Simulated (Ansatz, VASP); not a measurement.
## One calculation of Al3Cu2, two programs

File INCAR:

```
SYSTEM = Al3Cu2
PREC = Accurate
ENCUT = 520
EDIFF = 1E-6
ISMEAR = 0
SIGMA = 0.15
LREAL = .FALSE.
LASPH = .TRUE.
NELM = 80
ALGO = Fast
ISIF = 2
LWAVE = .FALSE.
LCHARG = .FALSE.
GGA = PS
NBANDS = 42
```

File KPOINTS:

```
Automatic mesh
0
G
  13 13 5
  0 0 0
```

File POSCAR:

```
Al3Cu2
1.0
   -2.0492928026     -3.5494792536      0.0000000000
    2.0492928026     -3.5494792536      0.0000000000
    0.0000000000      0.0000000000      9.6642016679
Al Cu
6 4
Direct
    1.0000000000      1.0000000000      0.5561958219
    1.0000000000      1.0000000000      0.0406746226
    0.6666666667      0.6666666667      0.7374046094
    0.6666666667      0.6666666667      0.2218834101
    0.3333333333      0.3333333333      0.8905082337
    0.3333333333      0.3333333333      0.3749870344
    0.6666666667      0.6666666667      0.9904141681
    0.6666666667      0.6666666667      0.4748929688
    0.3333333333      0.3333333333      0.6374986750
    0.3333333333      0.3333333333      0.1219774757
```

Input for Ansatz:

```yaml
crystal:
  lattice:
    - [-2.0492928026, -3.5494792536, 0.0]
    - [2.0492928026, -3.5494792536, 0.0]
    - [0.0, 0.0, 9.6642016679]
  atoms:
    - { symbol: Al, position: [1.0, 1.0, 0.5561958219] }
    - { symbol: Al, position: [1.0, 1.0, 0.0406746226] }
    - { symbol: Al, position: [0.6666666667, 0.6666666667, 0.7374046094] }
    - { symbol: Al, position: [0.6666666667, 0.6666666667, 0.2218834101] }
    - { symbol: Al, position: [0.3333333333, 0.3333333333, 0.8905082337] }
    - { symbol: Al, position: [0.3333333333, 0.3333333333, 0.3749870344] }
    - { symbol: Cu, position: [0.6666666667, 0.6666666667, 0.9904141681] }
    - { symbol: Cu, position: [0.6666666667, 0.6666666667, 0.4748929688] }
    - { symbol: Cu, position: [0.3333333333, 0.3333333333, 0.637498675] }
    - { symbol: Cu, position: [0.3333333333, 0.3333333333, 0.1219774757] }
basis:
  ecutwfc: 420
kpoints:
  mp_grid: { grid: [13, 13, 5] }
hamiltonian:
  xc: pbesol
scf:
  occupations: { method: gaussian, width: 0.15 }
output:
  forces: true
  stress: true
  eigenvalues: true
```

Alike in both runs: task single point; functional PBEsol; k mesh 13 × 13 × 5; occupations gaussian, width 0.15 eV; no spin polarisation.

|  | VASP | Ansatz |
| --- | --- | --- |
| version | VASP 6.6.1 | Ansatz 0.2.0 |
| potentials or method | VASP PAW PBE potentials, release 64 (Al, Cu), cutoff 520 eV | scalar-relativistic, plane waves, PAW |
| valence electrons in the cell | 62 | 94 |

VASP gave:

| Item | Value |
| --- | --- |
| gap on the k mesh at the Fermi level (eV) | none |
| pressure (GPa) | 5.7 |
| traceless stress, the component that is largest in VASP (GPa) | 5.48 |
| rms of the force components (eV/Å) | 0.645 |

**Question.** What did Ansatz give for the same quantities?

**Answer.** gap on the k mesh at the Fermi level (eV): none; pressure (GPa): 5.2; traceless stress, the component that is largest in VASP (GPa): 5.46; rms of the force components (eV/Å): 0.643.

VASP's potentials were made for PBE, not for PBEsol. Atom by atom the forces differ by 0.003 eV/Å (rms over components). A gap of «none» marks a metal or a gap that the smearing closes. VASP's potentials hold 62 valence electrons a cell and Ansatz's 94, so a difference there can come from the potentials and not from the codes.
